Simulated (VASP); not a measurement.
# Pb (Fd-3m) in VASP: notebook

The runs below take Pb through single point, with PBEsol.

All numbers are computed with VASP 6.6.1; they aren't measurements. Logs are shortened: lines on timing, memory, paths and dates and some standing lists are left out, and cuts for length are marked.

**1. The cell of the first run**

Symmetry: Fd-3m, No. 227, cubic system. The conventional cell has a = 6.233 Å, b = 6.233 Å, c = 6.233 Å, α = 90.00°, β = 90.00°, γ = 90.00°. Within 3.6 Å of Pb (site symmetry -43m) lie 4 Pb at 2.70 Å.

**2. Single point, PBEsol**

The input, INCAR:

```
ALGO = Normal ; EDIFF = 1E-6
ENCUT = 520 ; GGA = PS
ISIF = 2 ; ISMEAR = -1
LASPH = True ; LCHARG = False
LREAL = False ; LWAVE = False
NBANDS = 21 ; NELM = 60
PREC = Accurate ; SIGMA = 0.05
```

The input, KPOINTS:

```
k-points
0
Gamma
  7 7 7
```

The input, POSCAR:

```
Pb
1.0
    0.0000000000      3.1165686713      3.1165686713
    3.1165686713      0.0000000000      3.1165686713
    3.1165686713      3.1165686713      0.0000000000
Pb
2
Direct
    0.2500000000      0.2500000000      0.2500000000
    0.0000000000      0.0000000000      0.0000000000
```

Potentials or basis: VASP PAW PBE potentials, release 64 (Pb_d).

Run with:

```bash
$ cat potpaw_PBE.64/Pb_d/POTCAR > POTCAR
$ mpirun -np 1 vasp_std > vasp.out
```

OUTCAR:

```text
EDIFF = 1E-6
   ENCUT = 520
   GGA = PS
   ISIF = 2
   ISMEAR = -1
   LASPH = True
   LREAL = False
   NELM = 60
   PREC = Accurate

 ion  position               nearest neighbor table
   1  0.250  0.250  0.250-   2 2.70   2 2.70   2 2.70   2 2.70
   2  0.000  0.000  0.000-   1 2.70   1 2.70   1 2.70   1 2.70

  LATTYP: Found a face centered cubic cell.
 ALAT       =     6.2331373426

  Lattice vectors:

 A1 = (   0.0000000000,   3.1165686713,   3.1165686713)
 A2 = (   3.1165686713,   0.0000000000,   3.1165686713)
 A3 = (   3.1165686713,   3.1165686713,   0.0000000000)

Analysis of symmetry for initial positions (statically):
=====================================================================
 Subroutine PRICEL returns:
 Original cell was already a primitive cell.

 Routine SETGRP: Setting up the symmetry group for a
 face centered cubic supercell.

 Subroutine GETGRP returns: Found 48 space group operations
 (whereof 24 operations were pure point group operations)
 out of a pool of 48 trial point group operations.

The static configuration has the point symmetry T_d .
 The point group associated with its full space group is O_h .

Analysis of symmetry for dynamics (positions and initial velocities):
=====================================================================
 Subroutine PRICEL returns:
 Original cell was already a primitive cell.

 Routine SETGRP: Setting up the symmetry group for a
 face centered cubic supercell.

 Subroutine GETGRP returns: Found 48 space group operations
 (whereof 24 operations were pure point group operations)
 out of a pool of 48 trial point group operations.

The dynamic configuration has the point symmetry T_d .
 The point group associated with its full space group is O_h .

 Subroutine INISYM returns: Found 48 space group operations
 (whereof 24 operations are pure point group operations),
 and found     1 'primitive' translations

----------------------------------------------------------------------------------------

                                     Primitive cell

  volume of cell :      60.5425

  direct lattice vectors                    reciprocal lattice vectors
     0.000000000  3.116568671  3.116568671    -0.160432852  0.160432852  0.160432852
     3.116568671  0.000000000  3.116568671     0.160432852 -0.160432852  0.160432852
     3.116568671  3.116568671  0.000000000     0.160432852  0.160432852 -0.160432852

  length of vectors
     4.407493683  4.407493683  4.407493683     0.277877851  0.277877851  0.277877851

  position of ions in fractional coordinates (direct lattice)
     0.250000000  0.250000000  0.250000000
     0.000000000  0.000000000  0.000000000

  ion indices of the primitive-cell ions
   primitive index   ion index
                 1           1
                 2           2

----------------------------------------------------------------------------------------

 KPOINTS: k-points

Automatic generation of k-mesh.
 Grid dimensions read from file:
 generate k-points for:    7    7    7

 Generating k-lattice:

  Cartesian coordinates                     Fractional coordinates (reciprocal lattice)
    -0.022918979  0.022918979  0.022918979     0.142857143  0.000000000  0.000000000
     0.022918979 -0.022918979  0.022918979     0.000000000  0.142857143  0.000000000
     0.022918979  0.022918979 -0.022918979     0.000000000  0.000000000  0.142857143

  Length of vectors
     0.039696836  0.039696836  0.039696836

  Shift w.r.t. Gamma in fractional coordinates (k-lattice)
     0.000000000  0.000000000  0.000000000

 Subroutine IBZKPT returns following result:
 ===========================================

 Found     20 irreducible k-points:

 Following reciprocal coordinates:
            Coordinates               Weight
  0.000000  0.000000  0.000000      1.000000
  0.142857  0.000000  0.000000      8.000000
  0.285714  0.000000  0.000000      8.000000
  0.428571  0.000000  0.000000      8.000000
  0.142857  0.142857  0.000000      6.000000
  0.285714  0.142857  0.000000     24.000000
[... 12 lines left out ...]
 -0.428571  0.428571  0.142857     24.000000
 -0.285714  0.428571  0.142857     24.000000
   k-points           NKPTS =     20   k-points in BZ     NKDIM =     20   number of bands    NBANDS=     21
   number of dos      NEDOS =    301   number of ions     NIONS =      2
   total plane-waves  NPLWV =  46656
   dimension x,y,z NGX =    36 NGY =   36 NGZ =   36
   dimension x,y,z NGXF=    72 NGYF=   72 NGZF=   72
   ions per type =               2
   NGX,Y,Z   is equivalent  to a cutoff of  13.58, 13.58, 13.58 a.u.
   NGXF,Y,Z  is equivalent  to a cutoff of  27.16, 27.16, 27.16 a.u.
 SYSTEM =  unknown system
   PREC   = accura    normal or accurate (medium, high low for compatibility)
   ISTART =      0    job   : 0-new  1-cont  2-samecut
   ICHARG =      2    charge: 1-file 2-atom 10-const
   ISPIN  =      1    spin polarized calculation?
   LNONCOLLINEAR =      F non collinear calculations
   LSORBIT =      F    spin-orbit coupling
   LASPH  =      T    aspherical Exc in radial PAW
   ENCUT  =  520.0 eV  38.22 Ry    6.18 a.u.   8.20  8.20  8.20*2*pi/ulx,y,z
   NELM   =     60;   NELMIN=  2; NELMDL= -5     # of ELM steps
   EDIFF  = 0.1E-05   stopping-criterion for ELM
   LREAL  =      F    real-space projection
   EDIFFG = 0.1E-04   stopping-criterion for IOM
   NSW    =      0    number of steps for IOM
   IBRION =     -1    ionic relax: 0-MD 1-quasi-New 2-CG
   NFREE  =      0    steps in history (QN), initial steepest desc. (CG)
   ISIF   =      2    stress and relaxation
   ISYM   =      2    0-nonsym 1-usesym 2-fastsym
   POTIM  = 0.5000    time-step for ionic-motion
   TEBEG  =    0.0;   TEEND  =   0.0 temperature during run
   PSTRESS=    0.0 pullay stress
   NELECT =      28.0000    total number of electrons
   NUPDOWN=      -1.0000    fix difference up-down
   EMIN   =  10.00;   EMAX   =-10.00  energy-range for DOS
   EFERMI =   0.00;   METHOD = LEGACY
   ISMEAR =    -1;   SIGMA  =   0.05  broadening in eV -4-tet -1-fermi 0-gaus
   EFERMI_NEDOS =   21; number of points for ismear=-14 and -15
   IALGO  =     38    algorithm
   IMIX   =      4    mixing-type and parameters
     AMIX     =   0.40;   BMIX     =  1.00
     AMIX_MAG =   1.60;   BMIX_MAG =  1.00
  volume/ion in A,a.u.               =      30.27       204.28
  Fermi-wavevector in a.u.,A,eV,Ry     =   1.266021  2.392432 21.807533  1.602808
  Thomas-Fermi vector in A             =   2.399243
   LORBIT       =      0    0 simple, 1 ext, 2 COOP (PROOUT), +10 PAW based schemes
   GGA     = PS    functional components
   LHFCALC =     F    Hartree Fock is set to
   AEXX    =    0.0000 exact exchange contribution
   IVDW    =     0    specifies the selected vdW correction
   LEPSILON=     F    determine dielectric tensor
   LRPA    =     F    only Hartree local field effects (RPA)
 non-spin polarized calculation
  energy-cutoff  :      520.00
  volume of cell :       60.54
 maximum number of plane-waves:      1647
 NGX is ok and might be reduce to    36
   NGX = 17   NGY = 17   NGZ = 17

 number of electron      28.0000002 magnetization

 Free energy of the ion-electron system (eV)
  ---------------------------------------------------
  ext. energy  EPLUGINS =         0.00000000
  ---------------------------------------------------
  free energy    TOTEN  =        -6.33826697 eV

  energy without entropy =       -6.33369181  energy(sigma->0) =       -6.33597939

 E-fermi :   7.3676     XC(G=0):  -9.9715

 val. band max:        7.2944216289   @ k =  -0.1429   0.1429   0.0000
 cond. band min:       7.4208219171   @ k =   0.1429   0.0000   0.0000
 fundamental gap:      0.1264002882
 Fermi energy:         7.3676391198

 k-point     1 :       0.0000    0.0000    0.0000
  band No.  band energies     occupation
      1     -10.7298      2.00000
      2     -10.7298      2.00000
      3     -10.7298      2.00000
      4     -10.5916      2.00000
      5     -10.5916      2.00000
      6      -9.7144      2.00000
[... 13 lines left out ...]
     20      15.3115      0.00000
     21      15.3115      0.00000

 k-point     2 :       0.1429    0.0000    0.0000
  band No.  band energies     occupation
      1     -10.7702      2.00000
      2     -10.7702      2.00000
      3     -10.7243      2.00000
      4     -10.5313      2.00000
      5     -10.5313      2.00000
      6      -9.7542      2.00000
[... 13 lines left out ...]
     20      14.8045      0.00000
     21      14.8207      0.00000

 k-point     3 :       0.2857    0.0000    0.0000
  band No.  band energies     occupation
      1     -10.8090      2.00000
      2     -10.8090      2.00000
      3     -10.7119      2.00000
      4     -10.4555      2.00000
      5     -10.4555      2.00000
      6      -9.8289      2.00000
[... 13 lines left out ...]
     20      14.9958      0.00000
     21      14.9958      0.00000

 k-point     4 :       0.4286    0.0000    0.0000
  band No.  band energies     occupation
      1     -10.8208      2.00000
      2     -10.8208      2.00000
      3     -10.7015      2.00000
      4     -10.4249      2.00000
      5     -10.4249      2.00000
      6      -9.8896      2.00000
[... 13 lines left out ...]
     20      16.1632      0.00000
     21      16.1632      0.00000

 k-point     5 :       0.1429    0.1429    0.0000
  band No.  band energies     occupation
      1     -10.7785      2.00000
      2     -10.7563      2.00000
      3     -10.7563      2.00000
      4     -10.5417      2.00000
      5     -10.4681      2.00000
      6      -9.8997      2.00000
[... 13 lines left out ...]
     20      13.4934      0.00000
     21      15.8808      0.00000

 k-point     6 :       0.2857    0.1429    0.0000
  band No.  band energies     occupation
      1     -10.8315      2.00000
      2     -10.7908      2.00000
      3     -10.7297      2.00000
      4     -10.4709      2.00000
      5     -10.3749      2.00000
      6     -10.0103      2.00000
[... 13 lines left out ...]
     20      14.9218      0.00000
     21      16.0058      0.00000

 k-point     7 :       0.4286    0.1429    0.0000
  band No.  band energies     occupation
      1     -10.8729      2.00000
      2     -10.8203      2.00000
      3     -10.6712      2.00000
      4     -10.4028      2.00000
      5     -10.3418      2.00000
      6     -10.0364      2.00000
[... 13 lines left out ...]
     20      16.5676      0.00000
     21      16.7441      0.00000
[... 195 lines left out ...]
      1     -10.8975      2.00000
      2     -10.8566      2.00000
      3     -10.5785      2.00000
      4     -10.4809      2.00000
      5     -10.1060      2.00000
      6     -10.0794      2.00000
[... 13 lines left out ...]
     20      17.3616      0.00000
     21      18.8359      0.00000

 k-point    17 :       0.4286    0.2857    0.1429
  band No.  band energies     occupation
      1     -10.8589      2.00000
      2     -10.8524      2.00000
      3     -10.6632      2.00000
      4     -10.4043      2.00000
      5     -10.2732      2.00000
      6     -10.1241      2.00000
[... 13 lines left out ...]
     20      15.9175      0.00000
     21      16.9022      0.00000

 k-point    18 :      -0.4286    0.2857    0.1429
  band No.  band energies     occupation
      1     -10.9087      2.00000
      2     -10.8688      2.00000
      3     -10.5793      2.00000
      4     -10.3311      2.00000
      5     -10.2353      2.00000
      6     -10.1515      2.00000
[... 13 lines left out ...]
     20      16.3921      0.00000
     21      16.5895      0.00000

 k-point    19 :      -0.4286    0.4286    0.1429
  band No.  band energies     occupation
      1     -10.8923      2.00000
      2     -10.8894      2.00000
      3     -10.5674      2.00000
      4     -10.3791      2.00000
      5     -10.2149      2.00000
      6     -10.0666      2.00000
[... 13 lines left out ...]
     20      17.4205      0.00000
     21      18.4243      0.00000

 k-point    20 :      -0.2857    0.4286    0.1429
  band No.  band energies     occupation
      1     -10.9282      2.00000
      2     -10.8914      2.00000
      3     -10.5019      2.00000
      4     -10.3140      2.00000
      5     -10.1956      2.00000
      6     -10.0976      2.00000
[... 13 lines left out ...]
     20      17.0143      0.00000
     21      18.6783      0.00000

------------------------ aborting loop because EDIFF is reached ----------------------------------------

  FORCE on cell =-STRESS in cart. coord.  units (eV):
  Direction    XX          YY          ZZ          XY          YZ          ZX
  --------------------------------------------------------------------------------------
  -------------------------------------------------------------------------------------
  Total        7.5017093      7.5017093      7.5017093      0.0000000      0.0000000      0.0000000
  in kB      198.5229482    198.5229482    198.5229482      0.0000000      0.0000000      0.0000000
  external PRESSURE =     198.5229482 kB  Pullay stress =       0.0000000 kB

 VOLUME and BASIS-vectors are now :
 -----------------------------------------------------------------------------
  energy-cutoff  :      520.00
  volume of cell :       60.54
      direct lattice vectors                 reciprocal lattice vectors
     0.000000000  3.116568671  3.116568671    -0.160432852  0.160432852  0.160432852
     3.116568671  0.000000000  3.116568671     0.160432852 -0.160432852  0.160432852
     3.116568671  3.116568671  0.000000000     0.160432852  0.160432852 -0.160432852

 POSITION                                       TOTAL-FORCE (eV/Angst)
 -----------------------------------------------------------------------------------
      1.55828      1.55828      1.55828         0.000000      0.000000      0.000000
      0.00000      0.00000      0.00000        -0.000000     -0.000000     -0.000000
 -----------------------------------------------------------------------------------
    total drift:                                0.000000      0.000000      0.000000

  FREE ENERGIE OF THE ION-ELECTRON SYSTEM (eV)
  ---------------------------------------------------
  free  energy   TOTEN  =        -6.3382669739 eV

  energy  without entropy=       -6.3336918061  energy(sigma->0) =       -6.33597939
```

Wall time 27 s (1 thread of AMD EPYC 7R43 (Zen 3), shared host); peak memory 0.16 GiB.

Results:

| Quantity | Value |
| --- | --- |
| Free energy | -6.3383 eV |
| Pressure | 19.9 GPa |
| Band gap on the k mesh | zero (band 14 reaches 7.96 eV, above the bottom of band 15 at 6.68 eV) |

Levels at points of the mesh, in eV from the Fermi level:
```tsv
k point	band 10	band 11	band 12	band 13	band 14	band 15	band 16	band 17	band 18	band 19
(0.00, 0.00, 0.00)	-16.95	-13.33	-2.15	0.59	0.59	0.59	2.59	2.59	2.59	4.00
```

Caveat: the PAW data sets were made with another functional, which shifts forces and pressure a little; spin-orbit coupling is left out, which moves the levels of the heavy elements.

**3. Single point, PBEsol**

This run uses another cell than the first one, of 33.74 Å³/atom, 1.114 times its volume.

The input, INCAR:

```
PREC     = Accurate       # precision mode
ENCUT    = 520            # plane-wave cutoff, eV
EDIFF    = 1E-6           # SCF threshold, eV
ISMEAR   = -1             # smearing method
SIGMA    = 0.05           # smearing width, eV
LREAL    = False          # projectors in reciprocal space
LASPH    = True           # aspherical terms in the spheres
NELM     = 100            # most SCF steps
ALGO     = Normal         # electronic algorithm
ISIF     = 2              # what is computed and relaxed
LWAVE    = False          # write WAVECAR
LCHARG   = True           # write CHGCAR
GGA      = PS             # functional
LELF     = True           # ELF
LVHAR    = True         
NBANDS   = 21             # bands
```

The input, KPOINTS:

```
Automatic mesh
0
Gamma
  7 7 7
```

The input, POSCAR:

```
Pb
1.0
    0.0000000000      3.2312368539      3.2312368539
    3.2312368539      0.0000000000      3.2312368539
    3.2312368539      3.2312368539      0.0000000000
Pb
2
Direct
    0.2500000000      0.2500000000      0.2500000000
    0.0000000000      0.0000000000      0.0000000000
```

Potentials or basis: VASP PAW PBE potentials, release 64 (Pb_d).

Run with:

```bash
$ cat potpaw_PBE.64/Pb_d/POTCAR > POTCAR
$ mpirun -np 1 vasp_std > vasp.out
```

It took 32 s on 1 thread of AMD EPYC 7R43 (Zen 3), shared host; peak memory 0.17 GiB.

The run converged. Its results:

- Free energy: -6.9661 eV
- Pressure: 9.9 GPa
- Band gap on the k mesh: zero (band 14 reaches 6.57 eV, above the bottom of band 15 at 5.22 eV)

Levels at points of the mesh, in eV from the Fermi level:
```csv
k point,band 10,band 11,band 12,band 13,band 14,band 15,band 16,band 17,band 18,band 19
"(0.00, 0.00, 0.00)",-16.77,-12.43,-2.86,0.51,0.51,0.51,2.54,2.54,2.54,4.04
```

Caveat: the PAW data sets were made with another functional, which shifts forces and pressure a little; spin-orbit coupling is left out, which moves the levels of the heavy elements.

**4. Single point, PBEsol**

This run uses another cell than the first one, of 36.53 Å³/atom, 1.207 times its volume.

The input, INCAR:

```
SYSTEM = Pb
  PREC = Accurate
  ENCUT = 520
  EDIFF = 1E-6
  ISMEAR = -1
  SIGMA = 0.05
  LREAL = .False.
  LASPH = .True.
  NELM = 60
  ALGO = Normal
  ISIF = 2
  LWAVE = .False.
  LCHARG = .False.
  GGA = PS
  NBANDS = 21
```

The input, KPOINTS:

```
Automatic mesh
0
Gamma
  7 7 7
  0 0 0
```

The input, POSCAR:

```
Pb
1.0
    0.0000000000      3.3181953208      3.3181953208
    3.3181953208      0.0000000000      3.3181953208
    3.3181953208      3.3181953208      0.0000000000
Pb
2
Direct
    0.2500000000      0.2500000000      0.2500000000
    0.0000000000      0.0000000000      0.0000000000
```

Run with:

```bash
$ cat potpaw_PBE.64/Pb_d/POTCAR > POTCAR
$ mpirun -np 1 vasp_std > vasp.out
```

Wall time 29 s (1 thread of AMD EPYC 7R43 (Zen 3), shared host); peak memory 0.17 GiB.

Results (log left out):

| Property | Result |
| --- | --- |
| Free energy | -7.2207 eV |
| Pressure | 4.9 GPa |
| Band gap on the k mesh | zero (band 14 reaches 5.66 eV, above the bottom of band 15 at 4.36 eV) |

Levels at points of the mesh, in eV from the Fermi level:
```
           k point  band 10  band 11  band 12  band 13  band 14  band 15  band 16  band 17  band 18  band 19
(0.00, 0.00, 0.00)   -16.68   -11.84    -3.34     0.46     0.46     0.46     2.49     2.49     2.49     4.04
```

Caveat: the PAW data sets were made with another functional, which shifts forces and pressure a little; spin-orbit coupling is left out, which moves the levels of the heavy elements.

**5. Single point, PBEsol**

This run uses another cell than the first one, of 41.27 Å³/atom, 1.363 times its volume.

The input, INCAR:

```
SYSTEM = Pb
ALGO = Normal
EDIFF = 1E-6
ENCUT = 520
GGA = PS
ISIF = 2
ISMEAR = -1
LASPH = .TRUE.
LCHARG = .TRUE.
LELF = .TRUE.
LREAL = .FALSE.
LVHAR = .TRUE.
LWAVE = .FALSE.
NBANDS = 21
NELM = 60
PREC = Accurate
SIGMA = 0.05
```

The input, KPOINTS:

```
k-points
0
G
  7 7 7
  0 0 0
```

The input, POSCAR:

```
Pb
1.0
    0.0000000000      3.4557502330      3.4557502330
    3.4557502330      0.0000000000      3.4557502330
    3.4557502330      3.4557502330      0.0000000000
Pb
2
Direct
    0.2500000000      0.2500000000      0.2500000000
    0.0000000000      0.0000000000      0.0000000000
```

Run with:

```bash
$ cat potpaw_PBE.64/Pb_d/POTCAR > POTCAR
$ mpirun -np 1 vasp_std > vasp.out
```

Run time: 34 s. Hardware: 1 thread of AMD EPYC 7R43 (Zen 3), shared host; peak memory 0.17 GiB.

Results (log left out):

| Quantity | Value |
| --- | --- |
| Free energy | -7.3507 eV |
| Pressure | -0.1 GPa |
| Band gap on the k mesh | zero (band 14 reaches 4.43 eV, above the bottom of band 15 at 3.34 eV) |

Levels at points of the mesh, in eV from the Fermi level:
```
           k point  band 12  band 13  band 14  band 15  band 16  band 17
(0.00, 0.00, 0.00)    -4.02     0.39     0.39     0.39     2.40     2.40
```

Caveat: the PAW data sets were made with another functional, which shifts forces and pressure a little; spin-orbit coupling is left out, which moves the levels of the heavy elements.

**6. Overview**

```csv
cell,gap on the mesh (eV),pressure (GPa)
"a = 4.407 Å, angles 60.0°, 2 atoms",none,19.9
"a = 4.570 Å, angles 60.0°, 2 atoms",none,9.9
"a = 4.693 Å, angles 60.0°, 2 atoms",none,4.9
"a = 4.887 Å, angles 60.0°, 2 atoms",none,-0.1
```

Alike in all rows: task single point; level PBEsol; potentials or basis VASP PAW PBE potentials, release 64 (Pb_d); no spin polarisation; k mesh 7 × 7 × 7; cutoff (eV) 520; smearing fermi-dirac 0.05 eV.

Caveats: the PAW data sets were made with another functional, which shifts forces and pressure a little; spin-orbit coupling is left out, which moves the levels of the heavy elements.

Absolute energies hang on the potentials; compare differences alone.
